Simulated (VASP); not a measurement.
# Sc (P6_3/mmc) in VASP: a series of runs

Sc is run at these levels: LDA; tasks: single point.

Everything below comes from runs of VASP 6.6.1. Logs are shortened: lines on timing, memory, paths and dates and some standing lists are left out, and cuts for length are marked.

## 1. The cell of the first run

Symmetry: P6_3/mmc, No. 194, hexagonal system. The conventional cell has a = 3.227 Å, b = 3.227 Å, c = 5.009 Å, α = 90.00°, β = 90.00°, γ = 120.00°. Within 4.1 Å of Sc (site symmetry -6m2) lie 12 Sc at 3.12 to 3.23 Å.

## 2. Single point, LDA

INCAR reads:

```
SYSTEM = Sc
PREC = Accurate
ENCUT = 500
EDIFF = 1E-6
ISMEAR = -1
SIGMA = 0.1
LREAL = .False.
LASPH = .True.
NELM = 120
ALGO = Normal
ISIF = 2
LWAVE = .False.
LCHARG = .False.
NBANDS = 18
GGA_COMPAT = .False.
```

KPOINTS reads:

```
regular mesh
0
Gamma
  9 9 5
  0 0 0
```

POSCAR reads:

```
Sc
1.0
    3.2269060027      0.0000000000      0.0000000000
   -1.6134530014      2.7945825740      0.0000000000
    0.0000000000      0.0000000000      5.0094253455
Sc
2
Direct
    0.3333333333      0.6666666667      0.2500000000
    0.6666666667      0.3333333333      0.7500000000
```

Potentials or basis: VASP PAW LDA potentials, release 64 (Sc_sv).

The run is started by

```sh
cat potpaw_LDA.64/Sc_sv/POTCAR > POTCAR
mpirun -np 1 vasp_std > vasp.out
```

OUTCAR:

```text
SYSTEM = Sc
   PREC = Accurate
   ENCUT = 500
   EDIFF = 1E-6
   ISMEAR = -1
   LREAL = .False.
   LASPH = .True.
   NELM = 120
   ISIF = 2

 ion  position               nearest neighbor table
   1  0.333  0.667  0.250-   2 3.12   2 3.12   2 3.12   2 3.12   2 3.12   2 3.12
   2  0.667  0.333  0.750-   1 3.12   1 3.12   1 3.12   1 3.12   1 3.12   1 3.12

  LATTYP: Found a hexagonal cell.
 ALAT       =     3.2269060027
 C/A-ratio  =     1.5523927072

  Lattice vectors:

 A1 = (   3.2269060027,   0.0000000000,   0.0000000000)
 A2 = (  -1.6134530014,   2.7945825740,   0.0000000000)
 A3 = (   0.0000000000,   0.0000000000,   5.0094253455)

Analysis of symmetry for initial positions (statically):
=====================================================================
 Subroutine PRICEL returns:
 Original cell was already a primitive cell.

 Routine SETGRP: Setting up the symmetry group for a
 hexagonal supercell.

 Subroutine GETGRP returns: Found 24 space group operations
 (whereof 12 operations were pure point group operations)
 out of a pool of 24 trial point group operations.

The static configuration has the point symmetry D_3d.
 The point group associated with its full space group is D_6h.

Analysis of symmetry for dynamics (positions and initial velocities):
=====================================================================
 Subroutine PRICEL returns:
 Original cell was already a primitive cell.

 Routine SETGRP: Setting up the symmetry group for a
 hexagonal supercell.

 Subroutine GETGRP returns: Found 24 space group operations
 (whereof 12 operations were pure point group operations)
 out of a pool of 24 trial point group operations.

The dynamic configuration has the point symmetry D_3d.
 The point group associated with its full space group is D_6h.

 Subroutine INISYM returns: Found 24 space group operations
 (whereof 12 operations are pure point group operations),
 and found     1 'primitive' translations

----------------------------------------------------------------------------------------

                                     Primitive cell

  volume of cell :      45.1743

  direct lattice vectors                    reciprocal lattice vectors
     3.226906003  0.000000000  0.000000000     0.309894369  0.178917597  0.000000000
    -1.613453001  2.794582574  0.000000000     0.000000000  0.357835195  0.000000000
     0.000000000  0.000000000  5.009425346     0.000000000  0.000000000  0.199623696
[... 76 lines left out ...]
   ISTART =      0    job   : 0-new  1-cont  2-samecut
   ICHARG =      2    charge: 1-file 2-atom 10-const
   ISPIN  =      1    spin polarized calculation?
   LNONCOLLINEAR =      F non collinear calculations
   LSORBIT =      F    spin-orbit coupling
   LASPH  =      T    aspherical Exc in radial PAW
   ENCUT  =  500.0 eV  36.75 Ry    6.06 a.u.   5.88  5.88  9.13*2*pi/ulx,y,z
   NELM   =    120;   NELMIN=  2; NELMDL= -5     # of ELM steps
   EDIFF  = 0.1E-05   stopping-criterion for ELM
   LREAL  =      F    real-space projection
   EDIFFG = 0.1E-04   stopping-criterion for IOM
   NSW    =      0    number of steps for IOM
   IBRION =     -1    ionic relax: 0-MD 1-quasi-New 2-CG
   NFREE  =      0    steps in history (QN), initial steepest desc. (CG)
   ISIF   =      2    stress and relaxation
   ISYM   =      2    0-nonsym 1-usesym 2-fastsym
   POTIM  = 0.5000    time-step for ionic-motion
   TEBEG  =    0.0;   TEEND  =   0.0 temperature during run
   PSTRESS=    0.0 pullay stress
   NELECT =      22.0000    total number of electrons
   NUPDOWN=      -1.0000    fix difference up-down
   EMIN   =  10.00;   EMAX   =-10.00  energy-range for DOS
   EFERMI =   0.00;   METHOD = LEGACY
   ISMEAR =    -1;   SIGMA  =   0.10  broadening in eV -4-tet -1-fermi 0-gaus
   EFERMI_NEDOS =   21; number of points for ismear=-14 and -15
   IALGO  =     38    algorithm
   IMIX   =      4    mixing-type and parameters
     AMIX     =   0.40;   BMIX     =  1.00
     AMIX_MAG =   1.60;   BMIX_MAG =  1.00
  volume/ion in A,a.u.               =      22.59       152.43
  Fermi-wavevector in a.u.,A,eV,Ry     =   1.288008  2.433983 22.571595  1.658965
  Thomas-Fermi vector in A             =   2.419988
   LORBIT       =      0    0 simple, 1 ext, 2 COOP (PROOUT), +10 PAW based schemes
   GGA     = CA    functional components
   LHFCALC =     F    Hartree Fock is set to
   AEXX    =    0.0000 exact exchange contribution
   IVDW    =     0    specifies the selected vdW correction
   LEPSILON=     F    determine dielectric tensor
   LRPA    =     F    only Hartree local field effects (RPA)
 non-spin polarized calculation
  energy-cutoff  :      500.00
  volume of cell :       45.17
 maximum number of plane-waves:      1164
 NGX is ok and might be reduce to    24
   NGX = 11   NGY = 11   NGZ = 19

 number of electron      22.0000000 magnetization

 Free energy of the ion-electron system (eV)
  ---------------------------------------------------
  ext. energy  EPLUGINS =         0.00000000
  ---------------------------------------------------
  free energy    TOTEN  =       -13.50831478 eV

  energy without entropy =      -13.39110610  energy(sigma->0) =      -13.44971044

 E-fermi :   3.9817     XC(G=0): -10.5081

 val. band max:        3.9740093024   @ k =   0.4444   0.1111   0.4000
 cond. band min:       4.0148162517   @ k =   0.2222   0.0000   0.0000
 fundamental gap:      0.0408069493
 Fermi energy:         3.9817118751

 k-point     1 :       0.0000    0.0000    0.0000
  band No.  band energies     occupation
      1     -44.6134      2.00000
      2     -44.5030      2.00000
      3     -23.8824      2.00000
      4     -23.4009      2.00000
      5     -23.4009      2.00000
      6     -23.3088      2.00000
[... 481 lines left out ...]
      5     -23.6804      2.00000
      6     -23.5191      2.00000
[... 10 lines left out ...]
     17       7.9189      0.00000
     18       7.9189      0.00000

 [... further k-points ...]
[... 5 lines left out ...]
  --------------------------------------------------------------------------------------
  -------------------------------------------------------------------------------------
  Total        0.0228279      0.0228279      0.0329294     -0.0000000      0.0000000      0.0000000
  in kB        0.8096287      0.8096287      1.1678943     -0.0000000      0.0000000      0.0000000
  external PRESSURE =       0.9290506 kB  Pullay stress =       0.0000000 kB

 VOLUME and BASIS-vectors are now :
 -----------------------------------------------------------------------------
  energy-cutoff  :      500.00
  volume of cell :       45.17
      direct lattice vectors                 reciprocal lattice vectors
     3.226906003  0.000000000  0.000000000     0.309894369  0.178917597  0.000000000
    -1.613453001  2.794582574  0.000000000     0.000000000  0.357835195  0.000000000
     0.000000000  0.000000000  5.009425346     0.000000000  0.000000000  0.199623696

 POSITION                                       TOTAL-FORCE (eV/Angst)
 -----------------------------------------------------------------------------------
     -0.00000      1.86306      1.25236         0.000000      0.000000      0.000000
      1.61345      0.93153      3.75707        -0.000000     -0.000000      0.000000
 -----------------------------------------------------------------------------------
    total drift:                               -0.000000      0.000000     -0.000000

  FREE ENERGIE OF THE ION-ELECTRON SYSTEM (eV)
  ---------------------------------------------------
  free  energy   TOTEN  =       -13.5083147785 eV

  energy  without entropy=      -13.3911060974  energy(sigma->0) =      -13.44971044
```

OSZICAR:

```text
N       E                     dE             d eps       ncg     rms          rms(c)
DAV:   1     0.343825546617E+03    0.34383E+03   -0.10625E+04  1296   0.132E+03
DAV:   2     0.394896078826E+01   -0.33988E+03   -0.33303E+03  1624   0.560E+02
DAV:   3    -0.143874378268E+02   -0.18336E+02   -0.17271E+02  2120   0.159E+02
DAV:   4    -0.147971256131E+02   -0.40969E+00   -0.40671E+00  2000   0.210E+01
DAV:   5    -0.148017410451E+02   -0.46154E-02   -0.46122E-02  2216   0.236E+00    0.827E+00
DAV:   6    -0.136792667717E+02    0.11225E+01   -0.24780E+00  1724   0.185E+01    0.249E+00
DAV:   7    -0.135222837010E+02    0.15698E+00   -0.61190E-01  1794   0.824E+00    0.740E-01
DAV:   8    -0.135091800916E+02    0.13104E-01   -0.28382E-02  1654   0.229E+00    0.228E-01
DAV:   9    -0.135082924588E+02    0.88763E-03   -0.57222E-03  1898   0.800E-01    0.218E-02
DAV:  10    -0.135083140398E+02   -0.21581E-04   -0.10331E-04  2016   0.141E-01    0.469E-03
DAV:  11    -0.135083147785E+02   -0.73868E-06   -0.21732E-06  1408   0.167E-02
   1 F= -.13508315E+02 E0= -.13449710E+02  d E =-.117209E+00
```

stdout:

```text
POSCAR found type information on POSCAR Sc
 POSCAR found :  1 types and       2 ions
 scaLAPACK will be used
 LDA part: xc-table for (Slater(with rela. corr.)+CA(PZ))
 , standard interpolation
 POSCAR, INCAR and KPOINTS ok, starting setup
 FFT: planning ... GRIDC
 FFT: planning ... GRID_SOFT
 FFT: planning ... GRID
 WAVECAR not read
 entering main loop
```

It took 26 s on 1 thread of AMD EPYC 7R43 (Zen 3), shared host; peak memory 0.11 GiB.

Results:

```yaml
Free_energy: -13.5083 eV
Pressure: 0.1 GPa
Band_gap_on_the_k_mesh: zero (band 11 reaches 4.93 eV, above the bottom of band 12 at 3.38 eV)
```

## 3. Single point, LDA

INCAR reads:

```
SYSTEM = Sc
PREC     = Accurate       ! precision mode
ENCUT    = 500            ! plane-wave cutoff, eV
EDIFF    = 1E-6           ! SCF threshold, eV
ISMEAR   = -1             ! smearing method
SIGMA    = 0.1            ! smearing width, eV
LREAL    = .FALSE.        ! projectors in reciprocal space
LASPH    = .TRUE.         ! aspherical terms in the spheres
NELM     = 120            ! most SCF steps
ALGO     = Normal         ! electronic algorithm
ISIF     = 2              ! what is computed and relaxed
LWAVE    = .FALSE.        ! write WAVECAR
LCHARG   = .TRUE.         ! write CHGCAR
LELF     = .TRUE.         ! ELF
LVHAR    = .TRUE.       
NBANDS   = 18             ! bands
GGA_COMPAT= .FALSE.
```

KPOINTS reads:

```
Automatic mesh
0
G
  11 11 6
  0 0 0
```

POSCAR is that of step 2.

Potentials or basis: VASP PAW LDA potentials, release 64 (Sc_sv).

The run is started by

```sh
cat potpaw_LDA.64/Sc_sv/POTCAR > POTCAR
mpirun -np 1 vasp_std > vasp.out
```

OUTCAR:

```text
SYSTEM = Sc
   PREC = Accurate
   ENCUT = 500
   EDIFF = 1E-6
   ISMEAR = -1
   LREAL = .FALSE.
   LASPH = .TRUE.
   NELM = 120
   ISIF = 2

 ion  position               nearest neighbor table
   1  0.333  0.667  0.250-   2 3.12   2 3.12   2 3.12   2 3.12   2 3.12   2 3.12
   2  0.667  0.333  0.750-   1 3.12   1 3.12   1 3.12   1 3.12   1 3.12   1 3.12

  LATTYP: Found a hexagonal cell.
 ALAT       =     3.2269060027
 C/A-ratio  =     1.5523927072

  Lattice vectors:

 A1 = (   3.2269060027,   0.0000000000,   0.0000000000)
 A2 = (  -1.6134530014,   2.7945825740,   0.0000000000)
 A3 = (   0.0000000000,   0.0000000000,   5.0094253455)

Analysis of symmetry for initial positions (statically):
=====================================================================
 Subroutine PRICEL returns:
 Original cell was already a primitive cell.

 Routine SETGRP: Setting up the symmetry group for a
 hexagonal supercell.

 Subroutine GETGRP returns: Found 24 space group operations
 (whereof 12 operations were pure point group operations)
 out of a pool of 24 trial point group operations.

[... 155 lines left out ...]

 Free energy of the ion-electron system (eV)
  ---------------------------------------------------
  ext. energy  EPLUGINS =         0.00000000
  ---------------------------------------------------
  free energy    TOTEN  =       -13.50866695 eV

  energy without entropy =      -13.39323937  energy(sigma->0) =      -13.45095316

 E-fermi :   3.9792     XC(G=0): -10.5081

 val. band max:        3.9673562221   @ k =   0.3636   0.0000   0.0000
 cond. band min:       3.9924557014   @ k =   0.4545  -0.0000   0.3333
 fundamental gap:      0.0250994793
 Fermi energy:         3.9792460276

 k-point     1 :       0.0000    0.0000    0.0000
  band No.  band energies     occupation
      1     -44.6132      2.00000
      2     -44.5028      2.00000
      3     -23.8817      2.00000
      4     -23.4009      2.00000
      5     -23.4009      2.00000
      6     -23.3089      2.00000
[... 481 lines left out ...]
      5     -23.5155      2.00000
      6     -23.4433      2.00000
[... 10 lines left out ...]
     17       6.8301      0.00000
     18       7.1106      0.00000

 [... further k-points ...]
[... 5 lines left out ...]
  --------------------------------------------------------------------------------------
  -------------------------------------------------------------------------------------
  Total        0.0223155      0.0223155      0.0100381     -0.0000000      0.0000000      0.0000000
  in kB        0.7914543      0.7914543      0.3560178     -0.0000000      0.0000000      0.0000000
  external PRESSURE =       0.6463088 kB  Pullay stress =       0.0000000 kB

 VOLUME and BASIS-vectors are now :
 -----------------------------------------------------------------------------
  energy-cutoff  :      500.00
  volume of cell :       45.17
      direct lattice vectors                 reciprocal lattice vectors
     3.226906003  0.000000000  0.000000000     0.309894369  0.178917597  0.000000000
    -1.613453001  2.794582574  0.000000000     0.000000000  0.357835195  0.000000000
     0.000000000  0.000000000  5.009425346     0.000000000  0.000000000  0.199623696

 POSITION                                       TOTAL-FORCE (eV/Angst)
 -----------------------------------------------------------------------------------
     -0.00000      1.86306      1.25236        -0.000000      0.000000      0.000000
      1.61345      0.93153      3.75707         0.000000     -0.000000      0.000000
 -----------------------------------------------------------------------------------
    total drift:                               -0.000000      0.000000     -0.000000

  FREE ENERGIE OF THE ION-ELECTRON SYSTEM (eV)
  ---------------------------------------------------
  free  energy   TOTEN  =       -13.5086669472 eV

  energy  without entropy=      -13.3932393660  energy(sigma->0) =      -13.45095316
```

OSZICAR:

```text
N       E                     dE             d eps       ncg     rms          rms(c)
DAV:   1     0.342577674632E+03    0.34258E+03   -0.10691E+04  2312   0.132E+03
DAV:   2     0.380271172659E+01   -0.33877E+03   -0.33210E+03  2856   0.553E+02
DAV:   3    -0.144578559212E+02   -0.18261E+02   -0.17530E+02  3740   0.164E+02
DAV:   4    -0.147964093940E+02   -0.33855E+00   -0.33550E+00  3580   0.201E+01
DAV:   5    -0.148002677593E+02   -0.38584E-02   -0.38516E-02  3908   0.236E+00    0.827E+00
DAV:   6    -0.136800390665E+02    0.11202E+01   -0.24778E+00  3060   0.185E+01    0.249E+00
DAV:   7    -0.135227274930E+02    0.15731E+00   -0.60100E-01  3166   0.819E+00    0.737E-01
DAV:   8    -0.135094425803E+02    0.13285E-01   -0.26745E-02  2948   0.222E+00    0.217E-01
DAV:   9    -0.135086442812E+02    0.79830E-03   -0.54114E-03  3334   0.769E-01    0.213E-02
DAV:  10    -0.135086661981E+02   -0.21917E-04   -0.10258E-04  3638   0.139E-01    0.431E-03
DAV:  11    -0.135086669472E+02   -0.74907E-06   -0.17045E-06  2258   0.158E-02
   1 F= -.13508667E+02 E0= -.13450953E+02  d E =-.115428E+00
```

stdout:

```text
POSCAR found type information on POSCAR Sc
 POSCAR found :  1 types and       2 ions
 scaLAPACK will be used
 LDA part: xc-table for (Slater(with rela. corr.)+CA(PZ))
 , standard interpolation
 POSCAR, INCAR and KPOINTS ok, starting setup
 FFT: planning ... GRIDC
 FFT: planning ... GRID_SOFT
 FFT: planning ... GRID
 WAVECAR not read
 entering main loop
```

It took 47 s on 1 thread of AMD EPYC 7R43 (Zen 3), shared host; peak memory 0.13 GiB.

What came out:

```
Free energy            : -13.5087 eV
Pressure               : 0.1 GPa
Band gap on the k mesh : zero (band 11 reaches 5.00 eV, above the bottom of band 12 at 3.41 eV)
```

Levels at points of the mesh, in eV from the Fermi level:
```tsv
k point	band 8	band 9	band 10	band 11	band 12	band 13	band 14	band 15
(0.00, 0.00, 0.00)	-27.25	-5.22	-1.76	0.95	1.64	1.64	1.96	2.15
(0.00, 0.00, 0.50)	-27.33	-3.57	-3.57	1.02	1.02	1.54	1.54	1.54
```

## 4. Single point, LDA

INCAR reads:

```
SYSTEM = Sc
ALGO = Normal ; EDIFF = 1E-6
ENCUT = 500 ; GGA = CA
GGA_COMPAT = .FALSE. ; ISIF = 2
ISMEAR = -1 ; LASPH = .TRUE.
LCHARG = .FALSE. ; LREAL = .FALSE.
LWAVE = .FALSE. ; NBANDS = 18
NELM = 120 ; PREC = Accurate
SIGMA = 0.1
```

KPOINTS reads:

```
k-points
0
G
  11 11 6
  0 0 0
```

POSCAR is that of step 3.

The run is started by

```sh
cat potpaw_LDA.64/Sc_sv/POTCAR > POTCAR
mpirun -np 1 vasp_std > vasp.out
```

Run time: 55 s. Hardware: 1 thread of AMD EPYC 7R43 (Zen 3), shared host; peak memory 0.13 GiB.

Results (log left out):

```yaml
Free_energy: -13.5087 eV
Pressure: 0.1 GPa
Band_gap_on_the_k_mesh: zero (band 11 reaches 5.00 eV, above the bottom of band 12 at 3.41 eV)
```

Levels at points of the mesh, in eV from the Fermi level:
| k point | band 9 | band 10 | band 11 | band 12 | band 13 | band 14 |
| --- | --- | --- | --- | --- | --- | --- |
| (0.00, 0.00, 0.00) | -5.22 | -1.76 | 0.95 | 1.64 | 1.64 | 1.96 |
| (0.00, 0.00, 0.50) | -3.57 | -3.57 | 1.02 | 1.02 | 1.54 | 1.54 |

(Part 1 of 2 ends here.)
